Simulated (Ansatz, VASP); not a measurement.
**One calculation of Co, two programs**

```xyz
1
Lattice="0.0000 1.7046 1.7046 1.7046 0.0000 1.7046 1.7046 1.7046 0.0000" Properties=species:S:1:pos:R:3 pbc="T T T"
Co    0.0000    0.0000    0.0000
```

Alike in both runs: functional PBEsol; k mesh 15 × 15 × 15; occupations fermi-dirac, width 0.1 eV; no spin polarisation.

Ansatz relaxed the structure, and its values are those at the end. VASP's run is a single point on that final structure, the one shown.

```csv
,VASP,Ansatz
version,VASP 6.6.1,Ansatz 0.2.0
potentials or method,"VASP PAW PBE potentials, release 64 (Co_sv), cutoff 690 eV","plane waves (420 eV) with PAW, scalar-relativistic"
valence electrons in the cell,17,17
```

```csv
,VASP,Ansatz,Ansatz less VASP
pressure (GPa),-1.4,0.0,+1.36
```

VASP's potentials were made for PBE, not for PBEsol, and Ansatz warns of the same on its side. With one functional, cell and mesh, what is left measures potentials, basis and numerics.
